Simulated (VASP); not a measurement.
Wanted: the native input for a VASP 6.6.1 run.

* Task: single point
* Functional: LDA
* Potentials or basis: VASP PAW LDA potentials, release 64 (Sn_d, O)
* Cutoff: 520 eV
* k mesh: 6 × 6 × 6
* Occupations: gaussian, width 0.02 eV
* Spin: no spin polarisation
* Dipole correction: no
* Further INCAR settings: ALGO = Normal; EDIFF = 1e-06; NBANDS = 64

The structure of SnO2 lies in POSCAR:

```
SnO2
1.0
   -3.1904240016      3.3392222613      3.3392226090
    3.1904240016     -3.3392222613      3.3392226090
    3.1904240016      3.3392222613     -3.3392226090
Sn O
4 8
Direct
    0.9999415050      0.2499415050      0.7500000000
    0.0000584950      0.7500584950      0.2500000000
    0.5000000000      0.5000000000      0.5000000000
    0.5000000000      0.0000000000      0.0000000000
    0.1939319174      0.1939750957      0.5000431783
    0.6939902419      0.7500585499      0.9439316920
    0.1939319174      0.6938887391      0.9999568217
    0.3061268580      0.7500585499      0.5560683080
    0.6938731420      0.2499414501      0.4439316920
    0.3060097581      0.2499414501      0.0560683080
    0.8060680826      0.3061112609      0.0000431783
    0.8060680826      0.8060249043      0.4999568217
```

The input as run:

INCAR

```
ALGO = Normal ; EDIFF = 1E-6
ENCUT = 520 ; ISIF = 2
ISMEAR = 0 ; LASPH = True
LCHARG = False ; LREAL = False
LWAVE = False ; NBANDS = 64
NELM = 100 ; PREC = Accurate
SIGMA = 0.02
```

KPOINTS

```
k-points
0
Gamma
  6 6 6
```

Potentials or basis: VASP PAW LDA potentials, release 64 (Sn_d, O).

Command:

```bash
$ cat potpaw_LDA.64/Sn_d/POTCAR potpaw_LDA.64/O/POTCAR > POTCAR
$ mpirun -np 1 vasp_std > vasp.out
```

It gave:

```json
{"Pressure": "1.1 GPa", "Largest force": "0.021 eV/Å", "Band gap on the k mesh": "1.20 eV"}
```

Caveat: spin-orbit coupling is left out, which moves the levels of the heavy elements.

It took 4.6 min on 1 thread of Intel(R) Xeon(R) 6975P-C (Granite Rapids), on a shared host, peak memory 0.41 GiB.
